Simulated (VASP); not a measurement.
# InGaN (P6mm) in VASP: notebook, part 2 of 2

VASP 6.6.1.

## (3) Single point, PBE

This run uses another cell than the first one, of 24.62 Å³/atom.

File INCAR:

```
PREC = Accurate
ENCUT = 520
EDIFF = 1E-6
ISMEAR = 0
SIGMA = 0.1
LREAL = False
LASPH = True
NELM = 80
ALGO = Normal
ISIF = 2
LWAVE = False
LCHARG = True
GGA = PE
LELF = True
LVHAR = True
NBANDS = 22
```

File KPOINTS:

```
Automatic mesh
0
Gamma
  6 6 4
```

File POSCAR:

```
InGaN
1.0
    3.7149680104      0.0000000000      0.0000000000
   -1.8574840052      3.2172566713      0.0000000000
    0.0000000000      0.0000000000      6.1805907522
In Ga N
1 1 1
Direct
    0.0000000000      0.0000000000      0.0836414509
    0.0000000000      0.0000000000      0.6751212762
    0.0000000000      0.0000000000      0.3974913728
```

Potentials or basis: VASP PAW PBE potentials, release 64 (In_d, Ga_d, N).

Command:

```bash
$ cat potpaw_PBE.64/In_d/POTCAR potpaw_PBE.64/Ga_d/POTCAR potpaw_PBE.64/N/POTCAR > POTCAR
$ mpirun -np 1 vasp_std > vasp.out
```

OUTCAR:

```text
PREC = Accurate
   ENCUT = 520
   EDIFF = 1E-6
   ISMEAR = 0
   LREAL = False
   LASPH = True
   NELM = 80
   ISIF = 2
   GGA = PE

 ion  position               nearest neighbor table
   1  0.000  0.000  0.084-   3 1.94   2 2.52
   2  0.000  0.000  0.675-   3 1.72   1 2.52
   3  0.000  0.000  0.397-   2 1.72   1 1.94

  LATTYP: Found a hexagonal cell.
 ALAT       =     3.7149680104
 C/A-ratio  =     1.6636995890

  Lattice vectors:

 A1 = (   3.7149680104,   0.0000000000,   0.0000000000)
 A2 = (  -1.8574840052,   3.2172566713,   0.0000000000)
 A3 = (   0.0000000000,   0.0000000000,   6.1805907522)

Analysis of symmetry for initial positions (statically):
=====================================================================
 Subroutine PRICEL returns:
 Original cell was already a primitive cell.

 Routine SETGRP: Setting up the symmetry group for a
 hexagonal supercell.

 Subroutine GETGRP returns: Found 12 space group operations
 (whereof 12 operations were pure point group operations)
 out of a pool of 24 trial point group operations.

The static configuration has the point symmetry C_6v.

Analysis of symmetry for dynamics (positions and initial velocities):
=====================================================================
 Subroutine PRICEL returns:
 Original cell was already a primitive cell.

 Routine SETGRP: Setting up the symmetry group for a
 hexagonal supercell.

 Subroutine GETGRP returns: Found 12 space group operations
 (whereof 12 operations were pure point group operations)
 out of a pool of 24 trial point group operations.

The dynamic configuration has the point symmetry C_6v.

 Subroutine INISYM returns: Found 12 space group operations
 (whereof 12 operations are pure point group operations),
 and found     1 'primitive' translations
[... 106 lines left out ...]
   EMIN   =  10.00;   EMAX   =-10.00  energy-range for DOS
   EFERMI =   0.00;   METHOD = LEGACY
   ISMEAR =     0;   SIGMA  =   0.10  broadening in eV -4-tet -1-fermi 0-gaus
   EFERMI_NEDOS =   21; number of points for ismear=-14 and -15
   IALGO  =     38    algorithm
   IMIX   =      4    mixing-type and parameters
     AMIX     =   0.40;   BMIX     =  1.00
     AMIX_MAG =   1.60;   BMIX_MAG =  1.00
  volume/ion in A,a.u.               =      24.62       166.17
  Fermi-wavevector in a.u.,A,eV,Ry     =   1.225665  2.316171 20.439418  1.502255
  Thomas-Fermi vector in A             =   2.360695
   LORBIT       =      0    0 simple, 1 ext, 2 COOP (PROOUT), +10 PAW based schemes
   GGA     = PE    functional components
   LHFCALC =     F    Hartree Fock is set to
   AEXX    =    0.0000 exact exchange contribution
   IVDW    =     0    specifies the selected vdW correction
   LEPSILON=     F    determine dielectric tensor
   LRPA    =     F    only Hartree local field effects (RPA)
 non-spin polarized calculation
 Gauss-broadening in eV      SIGMA  =   0.10
  energy-cutoff  :      520.00
  volume of cell :       73.87
 maximum number of plane-waves:      2012
 NGX is ok and might be reduce to    28
   NGX = 13   NGY = 13   NGZ = 23

 number of electron      30.9999992 magnetization

 Free energy of the ion-electron system (eV)
  ---------------------------------------------------
  ext. energy  EPLUGINS =         0.00000000
  ---------------------------------------------------
  free energy    TOTEN  =       -10.74290992 eV

  energy without entropy =      -10.73952943  energy(sigma->0) =      -10.74121968

 E-fermi :   2.8686     XC(G=0):  -8.8532

 val. band max:        2.7619028843   @ k =   0.0000   0.0000   0.2500
 cond. band min:       2.9344125720   @ k =   0.3333   0.0000   0.2500
 fundamental gap:      0.1725096877
 Fermi energy:         2.8686194925

 k-point     1 :       0.0000    0.0000    0.0000
  band No.  band energies     occupation
      1     -13.3598      2.00000
      2     -12.0175      2.00000
      3     -12.0175      2.00000
      4     -12.0096      2.00000
      5     -12.0096      2.00000
      6     -11.9564      2.00000
[... 514 lines left out ...]
     21      12.3081      0.00000
     22      12.3081      0.00000

------------------------ aborting loop because EDIFF is reached ----------------------------------------

  FORCE on cell =-STRESS in cart. coord.  units (eV):
  Direction    XX          YY          ZZ          XY          YZ          ZX
  --------------------------------------------------------------------------------------
  -------------------------------------------------------------------------------------
  Total        0.0110534      0.0110534     -0.1707187      0.0000000      0.0000000      0.0000000
  in kB        0.2397382      0.2397382     -3.7027199      0.0000000      0.0000000      0.0000000
  external PRESSURE =      -1.0744145 kB  Pullay stress =       0.0000000 kB

 VOLUME and BASIS-vectors are now :
 -----------------------------------------------------------------------------
  energy-cutoff  :      520.00
  volume of cell :       73.87
      direct lattice vectors                 reciprocal lattice vectors
     3.714968010  0.000000000  0.000000000     0.269181322  0.155411909  0.000000000
    -1.857484005  3.217256671  0.000000000     0.000000000  0.310823817  0.000000000
     0.000000000  0.000000000  6.180590752     0.000000000  0.000000000  0.161796831

 POSITION                                       TOTAL-FORCE (eV/Angst)
 -----------------------------------------------------------------------------------
      0.00000      0.00000      0.51695         0.000000     -0.000000      0.009041
      0.00000      0.00000      4.17265        -0.000000     -0.000000     -0.110870
      0.00000      0.00000      2.45673         0.000000      0.000000      0.101829
 -----------------------------------------------------------------------------------
    total drift:                                0.000000      0.000001      0.000467

  FREE ENERGIE OF THE ION-ELECTRON SYSTEM (eV)
  ---------------------------------------------------
  free  energy   TOTEN  =       -10.7429099222 eV

  energy  without entropy=      -10.7395294290  energy(sigma->0) =      -10.74121968
```

stdout:

```text
POSCAR found type information on POSCAR InGaN
 POSCAR found :  3 types and       3 ions
 scaLAPACK will be used
 LDA part: xc-table for (Slater+PW92), standard interpolation
 POSCAR, INCAR and KPOINTS ok, starting setup
 FFT: planning ... GRIDC
 FFT: planning ... GRID_SOFT
 FFT: planning ... GRID
 WAVECAR not read
 entering main loop
```

Wall time 40 s (1 thread of Intel Xeon Platinum 8375C at 2.90GHz (Ice Lake), shared host); peak memory 0.2 GiB.

Results:

```
Free energy            : -10.7429 eV
Pressure               : -0.1 GPa
Largest force          : 0.111 eV/Å
Band gap on the k mesh : zero (an odd number of electrons rules out a gap without spin polarisation)
```

Forces in eV/Å, atoms in the order of the input:
```
In   0.000  0.000  0.009
Ga   0.000  0.000 -0.111
N    0.000  0.000  0.102
```

Levels at points of the mesh, in eV from the Fermi level:
| k point | band 13 | band 14 | band 15 | band 16 | band 17 | band 18 |
| --- | --- | --- | --- | --- | --- | --- |
| (0.00, 0.00, 0.00) | -6.41 | -0.45 | -0.45 | 1.50 | 3.80 | 6.25 |
| (0.50, 0.00, 0.00) | -4.84 | -3.15 | -0.87 | 0.24 | 1.28 | 3.44 |
| (0.00, 0.00, 0.50) | -3.46 | -1.90 | -0.34 | -0.34 | 5.33 | 5.33 |
| (0.50, 0.00, 0.50) | -2.71 | -2.38 | -1.76 | -0.69 | 0.67 | 3.11 |

Caveat: spin-orbit coupling is left out, which moves the levels of the heavy elements.

## (4) Relaxation of cell and atoms, PBE

File INCAR:

```
SYSTEM = InGaN
ALGO = Normal
EDIFF = 1E-6
EDIFFG = -0.04
ENCUT = 600
GGA = PE
IBRION = 2
ISIF = 3
ISMEAR = 0
LASPH = .TRUE.
LCHARG = .FALSE.
LREAL = .FALSE.
LWAVE = .FALSE.
NELM = 80
NSW = 90
PREC = Accurate
SIGMA = 0.1
```

File KPOINTS:

```
k-points
0
G
  6 6 4
  0 0 0
```

File POSCAR:

```
InGaN
1.0
    2.8783947800      0.0000000000      0.0000000000
   -1.4391973900      2.4927630000      0.0000000000
    0.0000000000      0.0000000000      4.7031885600
In Ga N
1 1 1
Direct
    0.0000000000      0.0000000000      0.1533932300
    0.0000000000      0.0000000000      0.6173166400
    0.0000000000      0.0000000000      0.3855442300
```

Command:

```bash
$ cat potpaw_PBE.64/In_d/POTCAR potpaw_PBE.64/Ga_d/POTCAR potpaw_PBE.64/N/POTCAR > POTCAR
$ mpirun -np 1 vasp_std > vasp.out
```

Wall time 13 min (1 thread of Intel Xeon Platinum 8375C at 2.90GHz (Ice Lake), shared host); peak memory 0.18 GiB.

The run converged. Its results:

* Free energy: -10.5719 eV
* Relaxed volume: 22.48 Å³/atom
* Relaxed cell: a = 3.554 Å, b = 3.554 Å, c = 6.163 Å, α = 90.00°, β = 90.00°, γ = 120.00°
* Space group after relaxing (to 0.1 Å): P6mm (No. 183)
* Pressure after relaxing: 0.0 GPa
* Largest force after relaxing: 0.019 eV/Å
* Band gap on the k mesh: zero (an odd number of electrons rules out a gap without spin polarisation)

Forces on the atoms (eV/Å):
```
In   0.000  0.000 -0.009
Ga   0.000  0.000  0.019
N    0.000  0.000 -0.010
```

Final structure:
```cif
data_structure
_symmetry_space_group_name_H-M 'P 1'
_symmetry_Int_Tables_number 1
_cell_length_a 3.5542
_cell_length_b 3.5542
_cell_length_c 6.1635
_cell_angle_alpha 90.000
_cell_angle_beta 90.000
_cell_angle_gamma 120.000
_cell_volume 67.43
loop_
_atom_site_label
_atom_site_type_symbol
_atom_site_fract_x
_atom_site_fract_y
_atom_site_fract_z
_atom_site_occupancy
In1 In 0.00000 0.00000 0.41675 1
Ga1 Ga 0.00000 0.00000 0.00841 1
N1 N 0.00000 0.00000 0.73109 1
```

Levels at points of the mesh, in eV from the Fermi level:
| k point | band 13 | band 14 | band 15 | band 16 | band 17 | band 18 |
| --- | --- | --- | --- | --- | --- | --- |
| (0.00, 0.00, 0.00) | -6.61 | -0.16 | -0.16 | 1.49 | 3.85 | 7.12 |
| (0.50, 0.00, 0.00) | -4.66 | -3.37 | -0.65 | 0.11 | 1.06 | 3.67 |
| (0.00, 0.00, 0.50) | -3.52 | -2.12 | -0.06 | -0.06 | 6.23 | 6.23 |
| (0.50, 0.00, 0.50) | -2.58 | -2.53 | -2.00 | -0.49 | 0.91 | 3.00 |

Caveat: the k points lie up to 0.34 Å⁻¹ apart in the final cell, too coarse for converged energies and pressures of a metal; the volume moved by over 15 % at a fixed basis, so the end points are rough; spin-orbit coupling is left out, which moves the levels of the heavy elements.

The gap in the log of VASP goes by the Fermi energy; the results here count the filled bands.